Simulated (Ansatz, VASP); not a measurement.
## One calculation of Zn, two programs

```
Zn
1.0
     2.66480    0.03997    0.03997
    -1.29778    2.28780    0.01463
     0.07420    0.07420    4.94670
Zn
2
Direct
  0.33333 0.66667 0.25000
  0.66667 0.33333 0.75000
```

Change from the starting cell: equal xy, yz and zx shear strains of +3 %, crystal datasets.

Alike in both runs: task electric field gradients; functional PBE; k mesh 18 × 18 × 8; occupations fermi-dirac, width 0.03 eV; no spin polarisation.

```csv
,VASP,Ansatz
version,VASP 6.6.1,Ansatz 0.2.0
potentials or method,"VASP PAW PBE potentials, release 64 (Zn), cutoff 520 eV","all-electron PAW with datasets made for the crystal, scalar-relativistic"
```

```tsv
	VASP	Ansatz	Ansatz less VASP
pressure (GPa)	0.3	-0.1	-0.32
traceless stress, the component that is largest in VASP (GPa)	-1.07	-1.06	+0.016
rms of the force components (eV/Å)	0.010	0.011	+0.0010
size of Vzz on the site where it differs most (V/Å²)	35.4	35.3	-0.11
```

Atom by atom the forces differ by 0.001 eV/Å (rms over components). Ansatz ran all-electron here, and VASP with PAW potentials.
